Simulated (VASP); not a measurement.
TiB6:

```
CELL_PARAMETERS angstrom
5.36612 0.00000 0.00000
-2.68306 4.64720 0.00000
0.00000 0.00000 2.57042
ATOMIC_POSITIONS crystal
Ti 0.00000 0.00000 0.50000
B 0.34627 0.34627 0.00000
B 0.00000 0.65373 0.00000
B 0.65373 0.00000 0.00000
B 0.00000 0.34627 0.00000
B 0.65373 0.65373 0.00000
B 0.34627 0.00000 0.00000
```

```yaml
Program: VASP 6.6.1
Task: relaxation of cell and atoms
Functional: PBE
Dispersion: D3(BJ)
Potentials_or_basis: VASP PAW PBE potentials, release 64 (Ti_sv, B)
Cutoff: 600 eV
k_mesh: 6 × 6 × 6
Occupations: gaussian, width 0.1 eV
Spin: no spin polarisation
```

At the start: pressure -0.2 GPa; volume 9.16 Å³/atom.

Problem. Where does the relaxation end?

Solution. Over 5 steps the energy falls by 4.4 meV/atom and the volume is 9.05 Å³/atom (-1.1 %); space group P6/mmm (No. 191, to 0.1 Å) before and after.

Step by step:
```csv
step,energy change (eV),largest force (eV/Å),pressure (GPa),volume (Å³)
1,0.0000,0.1163,-0.18,64.10
2,-0.0205,0.0608,-1.02,64.00
3,-0.0247,0.1800,-1.51,63.92
4,-0.0276,0.1470,0.43,62.98
5,-0.0305,0.0132,-0.40,63.37
```

Final structure:
```xyz
7
Lattice="5.4090 0.0000 0.0000 -2.7045 4.6844 0.0000 0.0000 0.0000 2.5010" Properties=species:S:1:pos:R:3 pbc="T T T"
Ti    0.0000    0.0000    1.2505
B     0.9395    1.6273    0.0000
B    -1.7650    3.0570    0.0000
B     3.5300    0.0000    0.0000
B    -0.9395    1.6273    0.0000
B     1.7650    3.0570    2.5010
B     1.8791    0.0000    0.0000
```

Caveat: the k points lie up to 0.42 Å⁻¹ apart in the final cell, too coarse for converged energies and pressures of a metal.
